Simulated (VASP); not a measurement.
# AgCl (Fm-3m) in VASP: notebook

Runs on AgCl. Level: PBE. Tasks: single point.

Program: VASP 6.6.1. These are calculated values, not measurements. Logs are shortened: lines on timing, memory, paths and dates and some standing lists are left out, and cuts for length are marked.

### 1 The cell of the first run

The structure is cubic, space group Fm-3m (No. 225). The conventional cell has a = 5.545 Å, b = 5.545 Å, c = 5.545 Å, α = 90.00°, β = 90.00°, γ = 90.00°. Within 3.7 Å of Ag (site symmetry m-3m) lie 6 Cl at 2.77 Å. Within 3.7 Å of Cl (site symmetry m-3m) lie 6 Ag at 2.77 Å.

### 2 Single point, PBE, non-collinear spin, zero start, spin-orbit coupling

Input file INCAR:

```
SYSTEM = AgCl
  PREC = Accurate
  ENCUT = 500
  EDIFF = 1E-6
  ISMEAR = -5
  SIGMA = 0.1
  LREAL = .False.
  LASPH = .True.
  NELM = 200
  ALGO = Normal
  ISIF = 2
  LWAVE = .False.
  LCHARG = .True.
  MAGMOM = 0 0 0 0 0 0
  LORBIT = 11
  LSORBIT = .True.
  GGA_COMPAT = .False.
  LORBMOM = .True.
  LMAXMIX = 4
  GGA = PE
  LVHAR = .True.
  NBANDS = 30
  ISYM = -1
```

Input file KPOINTS:

```
regular mesh
0
Gamma
  5 1 2
  0 0 0
```

Input file POSCAR:

```
AgCl
1.0
    0.0000000000      2.7726629968      2.7726629968
    2.7726629968      0.0000000000      2.7726629968
    2.7726629968      2.7726629968      0.0000000000
Ag Cl
1 1
Direct
    0.0000000000      0.0000000000      0.0000000000
    0.5000000000      0.5000000000      0.5000000000
```

Potentials or basis: VASP PAW PBE potentials, release 64 (Ag, Cl).

On the command line:

```
> cat potpaw_PBE.64/Ag/POTCAR potpaw_PBE.64/Cl/POTCAR > POTCAR
> mpirun -np 1 vasp_ncl > vasp.out
```

OUTCAR:

```text
SYSTEM = AgCl
   PREC = Accurate
   ENCUT = 500
   EDIFF = 1E-6
   ISMEAR = -5
   LREAL = .False.
   LASPH = .True.
   NELM = 200
   ISIF = 2
   LORBIT = 11
   LSORBIT = .True.
   GGA = PE
   ISYM = -1

 ion  position               nearest neighbor table
   1  0.000  0.000  0.000-   2 2.77   2 2.77   2 2.77   2 2.77   2 2.77   2 2.77
   2  0.500  0.500  0.500-   1 2.77   1 2.77   1 2.77   1 2.77   1 2.77   1 2.77

IMPORTANT INFORMATION: All symmetrisations will be switched off!
NOSYMM: (Re-)initialisation of all symmetry stuff for point group C_1.

----------------------------------------------------------------------------------------

                                     Primitive cell

  volume of cell :      42.6306

  direct lattice vectors                    reciprocal lattice vectors
     0.000000000  2.772662997  2.772662997    -0.180332049  0.180332049  0.180332049
     2.772662997  0.000000000  2.772662997     0.180332049 -0.180332049  0.180332049
     2.772662997  2.772662997  0.000000000     0.180332049  0.180332049 -0.180332049

  length of vectors
     3.921137614  3.921137614  3.921137614     0.312344271  0.312344271  0.312344271

  position of ions in fractional coordinates (direct lattice)
     0.000000000  0.000000000  0.000000000
     0.500000000  0.500000000  0.500000000

  ion indices of the primitive-cell ions
   primitive index   ion index
                 1           1
                 2           2

----------------------------------------------------------------------------------------

 KPOINTS: regular mesh

Automatic generation of k-mesh.
 Grid dimensions read from file:
 generate k-points for:    5    1    2

 Generating k-lattice:

  Cartesian coordinates                     Fractional coordinates (reciprocal lattice)
    -0.036066410  0.036066410  0.036066410     0.200000000  0.000000000  0.000000000
     0.180332049 -0.180332049  0.180332049     0.000000000  1.000000000  0.000000000
     0.090166025  0.090166025 -0.090166025     0.000000000  0.000000000  0.500000000

  Length of vectors
     0.062468854  0.312344271  0.156172136

  Shift w.r.t. Gamma in fractional coordinates (k-lattice)
     0.000000000  0.000000000  0.000000000

 -----------------------------------------------------------------------------
|                                                                             |
|           W    W    AA    RRRRR   N    N  II  N    N   GGGG   !!!           |
|           W    W   A  A   R    R  NN   N  II  NN   N  G    G  !!!           |
|           W    W  A    A  R    R  N N  N  II  N N  N  G       !!!           |
|           W WW W  AAAAAA  RRRRR   N  N N  II  N  N N  G  GGG   !            |
|           WW  WW  A    A  R   R   N   NN  II  N   NN  G    G                |
|           W    W  A    A  R    R  N    N  II  N    N   GGGG   !!!           |
|                                                                             |
|     Your reciprocal lattice and k-lattice belong to different lattice       |
|     classes:                                                                |
|                                                                             |
|        The reciprocal lattice is body-centered cubic,                       |
|        whereas your k-lattice is base-centered monoclinic.                  |
|                                                                             |
|     Results are often still useful ...                                      |
|                                                                             |
 -----------------------------------------------------------------------------

 TETIRR: Found     60 inequivalent tetrahedra from       60

 Subroutine IBZKPT returns following result:
 ===========================================

 Found     10 irreducible k-points:

 Following reciprocal coordinates:
            Coordinates               Weight
  0.000000  0.000000  0.000000      1.000000
  0.200000  0.000000  0.000000      1.000000
  0.400000  0.000000  0.000000      1.000000
 -0.400000  0.000000  0.000000      1.000000
 -0.200000  0.000000  0.000000      1.000000
  0.000000  0.000000  0.500000      1.000000
  0.200000  0.000000  0.500000      1.000000
  0.400000  0.000000  0.500000      1.000000
 -0.400000  0.000000  0.500000      1.000000
 -0.200000  0.000000  0.500000      1.000000
   k-points           NKPTS =     10   k-points in BZ     NKDIM =     10   number of bands    NBANDS=     30
[... 69 lines left out ...]
 E-fermi :   4.0371     XC(G=0):  -9.8796

 val. band max:        4.0087713422   @ k =   0.0000   0.0000   0.5000
 cond. band min:       4.8303740961   @ k =   0.0000   0.0000   0.0000
 fundamental gap:      0.8216027539
 Fermi energy:         4.0370612173

 k-point     1 :       0.0000    0.0000    0.0000
  band No.  band energies     occupation
      1     -10.9661      1.00000
      2     -10.9661      1.00000
      3       0.9487      1.00000
      4       0.9487      1.00000
      5       0.9977      1.00000
      6       0.9977      1.00000
[... 319 lines left out ...]
     29      18.1268      0.00000
     30      18.1268      0.00000

------------------------ aborting loop because EDIFF is reached ----------------------------------------

  FORCE on cell =-STRESS in cart. coord.  units (eV):
  Direction    XX          YY          ZZ          XY          YZ          ZX
  --------------------------------------------------------------------------------------
  -------------------------------------------------------------------------------------
  Total        1.4544502      1.2504008      1.4544439      0.3653568     -0.3653550     -0.4177894
  in kB       54.6623363     46.9935843     54.6620998     13.7311376    -13.7310694    -15.7017027
  external PRESSURE =      52.1060068 kB  Pullay stress =       0.0000000 kB

 VOLUME and BASIS-vectors are now :
 -----------------------------------------------------------------------------
  energy-cutoff  :      500.00
  volume of cell :       42.63
      direct lattice vectors                 reciprocal lattice vectors
     0.000000000  2.772662997  2.772662997    -0.180332049  0.180332049  0.180332049
     2.772662997  0.000000000  2.772662997     0.180332049 -0.180332049  0.180332049
     2.772662997  2.772662997  0.000000000     0.180332049  0.180332049 -0.180332049

 POSITION                                       TOTAL-FORCE (eV/Angst)
 -----------------------------------------------------------------------------------
      0.00000      0.00000      0.00000        -0.000004      0.000000      0.000000
      2.77266      2.77266      2.77266         0.000004     -0.000000     -0.000000
 -----------------------------------------------------------------------------------
    total drift:                                0.000008     -0.000002      0.000000

  FREE ENERGIE OF THE ION-ELECTRON SYSTEM (eV)
  ---------------------------------------------------
  free  energy   TOTEN  =        -4.6331094607 eV

  energy  without entropy=       -4.6331094607  energy(sigma->0) =       -4.63310946

 orbital moment (x)

 # of ion     p       d       tot
 ----------------------------------------
  1         0.000  -0.000   0.000
  2         0.000   0.000   0.000
 ----------------------------------------
            0.000  -0.000   0.000

 orbital moment (y)

 # of ion     p       d       tot
 ----------------------------------------
  1         0.000  -0.000  -0.000
  2         0.000   0.000   0.000
 ----------------------------------------
            0.000  -0.000  -0.000

 orbital moment (z)

 # of ion     p       d       tot
 ----------------------------------------
  1         0.000   0.000   0.000
  2         0.000   0.000   0.000
 ----------------------------------------
            0.000   0.000   0.000

 Spin-Orbit-Coupling matrix elements

 Ion:    1  E_soc:     -0.0359262
 l=   1
     0.0000000    -0.0007456    -0.0007456
    -0.0007456     0.0000000    -0.0005015
    -0.0007456    -0.0005015     0.0000000
 l=   2
     0.0000000    -0.0010335     0.0000000    -0.0011473    -0.0040642
    -0.0010335     0.0000000    -0.0030509    -0.0011473    -0.0010132
     0.0000000    -0.0030509     0.0000000    -0.0033855     0.0000000
    -0.0011473    -0.0011473    -0.0033855     0.0000000    -0.0011285
    -0.0040642    -0.0010132     0.0000000    -0.0011285     0.0000000
 l=   3
     0.0000000     0.0000000     0.0000000     0.0000000     0.0000000     0.0000000     0.0000000
     0.0000000     0.0000000     0.0000000     0.0000000     0.0000000     0.0000000     0.0000000
     0.0000000     0.0000000     0.0000000     0.0000000     0.0000000     0.0000000     0.0000000
     0.0000000     0.0000000     0.0000000     0.0000000     0.0000000     0.0000000     0.0000000
     0.0000000     0.0000000     0.0000000     0.0000000     0.0000000     0.0000000     0.0000000
     0.0000000     0.0000000     0.0000000     0.0000000     0.0000000     0.0000000     0.0000000
     0.0000000     0.0000000     0.0000000     0.0000000     0.0000000     0.0000000     0.0000000

 Ion:    2  E_soc:     -0.0033051
 l=   1
     0.0000000    -0.0005956    -0.0005956
    -0.0005956     0.0000000    -0.0004614
    -0.0005956    -0.0004614     0.0000000
 l=   2
     0.0000000     0.0000000     0.0000000     0.0000000     0.0000000
     0.0000000     0.0000000     0.0000000     0.0000000     0.0000000
     0.0000000     0.0000000     0.0000000     0.0000000     0.0000000
     0.0000000     0.0000000     0.0000000     0.0000000     0.0000000
     0.0000000     0.0000000     0.0000000     0.0000000     0.0000000
 l=   3
     0.0000000     0.0000000     0.0000000     0.0000000     0.0000000     0.0000000     0.0000000
     0.0000000     0.0000000     0.0000000     0.0000000     0.0000000     0.0000000     0.0000000
     0.0000000     0.0000000     0.0000000     0.0000000     0.0000000     0.0000000     0.0000000
     0.0000000     0.0000000     0.0000000     0.0000000     0.0000000     0.0000000     0.0000000
     0.0000000     0.0000000     0.0000000     0.0000000     0.0000000     0.0000000     0.0000000
     0.0000000     0.0000000     0.0000000     0.0000000     0.0000000     0.0000000     0.0000000
     0.0000000     0.0000000     0.0000000     0.0000000     0.0000000     0.0000000     0.0000000

 total charge

# of ion       s       p       d       tot
------------------------------------------
    1        0.184   0.117   9.383   9.684
    2        1.570   3.576   0.000   5.146
--------------------------------------------------
tot          1.754   3.693   9.383  14.830

 magnetization (x)

# of ion       s       p       d       tot
------------------------------------------
    1       -0.000  -0.000  -0.000  -0.000
    2       -0.000  -0.000   0.000  -0.000
--------------------------------------------------
tot         -0.000  -0.000  -0.000  -0.000

 magnetization (y)

# of ion       s       p       d       tot
------------------------------------------
    1       -0.000  -0.000   0.000   0.000
    2        0.000   0.000   0.000   0.000
--------------------------------------------------
tot          0.000   0.000   0.000   0.000

 magnetization (z)

# of ion       s       p       d       tot
------------------------------------------
    1        0.000  -0.000   0.000   0.000
    2        0.000   0.000   0.000   0.000
--------------------------------------------------
tot          0.000   0.000   0.000   0.000
```

It took 40 s on 1 thread of AMD EPYC 7R43 (Zen 3), shared host; peak memory 0.24 GiB.

What came out:

```
Free energy                                           : -4.6331 eV
Pressure                                              : 5.2 GPa
Net moment                                            : 0.00 μB per cell
Valence electrons inside the program's atomic spheres : Ag 9.68; Cl 5.15
```

Stress tensor (GPa, compression positive):
```
 5.47  1.37 -1.57
 1.37  4.70 -1.37
-1.57 -1.37  5.47
```

Moments on the atoms (μB; x, y, z):
```
Ag  0.00 0.00 0.00
Cl  0.00 0.00 0.00
```

Caveat: the k points lie up to 1.96 Å⁻¹ apart.

### 3 Single point, PBE, non-collinear spin, zero start, spin-orbit coupling

Input file INCAR:

```
SYSTEM = AgCl
PREC     = Accurate       ! precision mode
ENCUT    = 500            ! plane-wave cutoff, eV
EDIFF    = 1E-6           ! SCF threshold, eV
ISMEAR   = 0              ! smearing method
SIGMA    = 0.1            ! smearing width, eV
LREAL    = .False.        ! projectors in reciprocal space
LASPH    = .True.         ! aspherical terms in the spheres
NELM     = 200            ! most SCF steps
ALGO     = Normal         ! electronic algorithm
ISIF     = 2              ! what is computed and relaxed
LWAVE    = .False.        ! write WAVECAR
LCHARG   = .False.        ! write CHGCAR
MAGMOM   = 0 0 0 0 0 0    ! initial moments
LORBIT   = 11             ! projections on sites
LSORBIT  = .True.         ! spin-orbit coupling
GGA_COMPAT= .False.      
LORBMOM  = .True.       
LMAXMIX  = 4              ! l up to which the mixer works
GGA      = PE             ! functional
NBANDS   = 30             ! bands
```

Input file KPOINTS:

```
regular mesh
0
Gamma
  4 4 4
  0 0 0
```

POSCAR is that of step 2.

Potentials or basis: VASP PAW PBE potentials, release 64 (Ag, Cl).

On the command line:

```
> cat potpaw_PBE.64/Ag/POTCAR potpaw_PBE.64/Cl/POTCAR > POTCAR
> mpirun -np 1 vasp_ncl > vasp.out
```

OUTCAR:

```text
SYSTEM = AgCl
   PREC = Accurate
   ENCUT = 500
   EDIFF = 1E-6
   ISMEAR = 0
   LREAL = .False.
   LASPH = .True.
   NELM = 200
   ISIF = 2
   LORBIT = 11
   LSORBIT = .True.
   GGA = PE

 ion  position               nearest neighbor table
   1  0.000  0.000  0.000-   2 2.77   2 2.77   2 2.77   2 2.77   2 2.77   2 2.77
   2  0.500  0.500  0.500-   1 2.77   1 2.77   1 2.77   1 2.77   1 2.77   1 2.77

  LATTYP: Found a face centered cubic cell.
 ALAT       =     5.5453259936

  Lattice vectors:

 A1 = (   0.0000000000,   2.7726629968,   2.7726629968)
[... 539 lines left out ...]
     0.0000000     0.0000000     0.0000000     0.0000000     0.0000000
     0.0000000     0.0000000     0.0000000     0.0000000     0.0000000
 l=   3
     0.0000000     0.0000000     0.0000000     0.0000000     0.0000000     0.0000000     0.0000000
     0.0000000     0.0000000     0.0000000     0.0000000     0.0000000     0.0000000     0.0000000
     0.0000000     0.0000000     0.0000000     0.0000000     0.0000000     0.0000000     0.0000000
     0.0000000     0.0000000     0.0000000     0.0000000     0.0000000     0.0000000     0.0000000
     0.0000000     0.0000000     0.0000000     0.0000000     0.0000000     0.0000000     0.0000000
     0.0000000     0.0000000     0.0000000     0.0000000     0.0000000     0.0000000     0.0000000
     0.0000000     0.0000000     0.0000000     0.0000000     0.0000000     0.0000000     0.0000000

 total charge

# of ion       s       p       d       tot
------------------------------------------
    1        0.197   0.139   9.374   9.709
    2        1.602   3.479   0.000   5.081
--------------------------------------------------
tot          1.799   3.617   9.374  14.790

 magnetization (x)

# of ion       s       p       d       tot
------------------------------------------
    1        0.000   0.000   0.000   0.000
    2        0.000   0.000   0.000   0.000
--------------------------------------------------
tot          0.000   0.000   0.000   0.000

 magnetization (y)

# of ion       s       p       d       tot
------------------------------------------
    1        0.000   0.000   0.000   0.000
    2        0.000  -0.000   0.000  -0.000
--------------------------------------------------
tot          0.000  -0.000   0.000   0.000

 magnetization (z)

# of ion       s       p       d       tot
------------------------------------------
    1        0.000  -0.000  -0.000   0.000
    2        0.000  -0.000   0.000  -0.000
--------------------------------------------------
tot          0.000  -0.000  -0.000   0.000
```

OSZICAR:

```text
N       E                     dE             d eps       ncg     rms          rms(c)
DAV:   1     0.111399533091E+03    0.11140E+03   -0.83794E+03   488   0.106E+03
DAV:   2     0.271875540230E+00   -0.11113E+03   -0.10436E+03   542   0.249E+02
DAV:   3    -0.553374755331E+01   -0.58056E+01   -0.57548E+01   566   0.577E+01
DAV:   4    -0.558809738585E+01   -0.54350E-01   -0.54330E-01   560   0.610E+00
DAV:   5    -0.558887219416E+01   -0.77481E-03   -0.77478E-03   578   0.731E-01    0.642E+00
DAV:   6    -0.540547320211E+01    0.18340E+00   -0.24910E-01   578   0.687E+00    0.428E+00
DAV:   7    -0.540300234104E+01    0.24709E-02   -0.13172E-01   528   0.247E+00    0.204E+00
DAV:   8    -0.540198116157E+01    0.10212E-02   -0.44668E-03   522   0.737E-01    0.731E-01
DAV:   9    -0.540209991393E+01   -0.11875E-03   -0.10062E-03   558   0.288E-01    0.241E-01
DAV:  10    -0.540213695306E+01   -0.37039E-04   -0.74900E-05   518   0.999E-02    0.383E-02
DAV:  11    -0.540217907754E+01   -0.42124E-04   -0.48779E-05   534   0.588E-02    0.143E-02
DAV:  12    -0.540218449213E+01   -0.54146E-05   -0.57546E-06   540   0.195E-02    0.523E-03
DAV:  13    -0.540218446161E+01    0.30521E-07   -0.12881E-07   404   0.471E-03
   1 F= -.54021845E+01 E0= -.54021845E+01  d E =-.326905E-10  mag=     0.0000    -0.0000     0.0000
```

stdout:

```text
POSCAR found type information on POSCAR AgCl
 POSCAR found :  2 types and       2 ions
 scaLAPACK will be used
 LDA part: xc-table for (Slater+PW92), standard interpolation
 POSCAR, INCAR and KPOINTS ok, starting setup
 FFT: planning ... GRIDC
 FFT: planning ... GRID_SOFT
 FFT: planning ... GRID
 WAVECAR not read
 entering main loop
```

It took 29 s on 1 thread of AMD EPYC 7R43 (Zen 3), shared host; peak memory 0.23 GiB.

Results:

```yaml
Free_energy: -5.4022 eV
Pressure: 1.6 GPa
Net_moment: 0.00 μB per cell
Valence_electrons_inside_the_program's_atomic_spheres: Ag 9.71; Cl 5.08
```

Moments on the atoms (μB; x, y, z):
```
Ag  0.00 0.00 0.00
Cl  0.00 0.00 0.00
```

Caveat: the k points lie up to 0.49 Å⁻¹ apart.
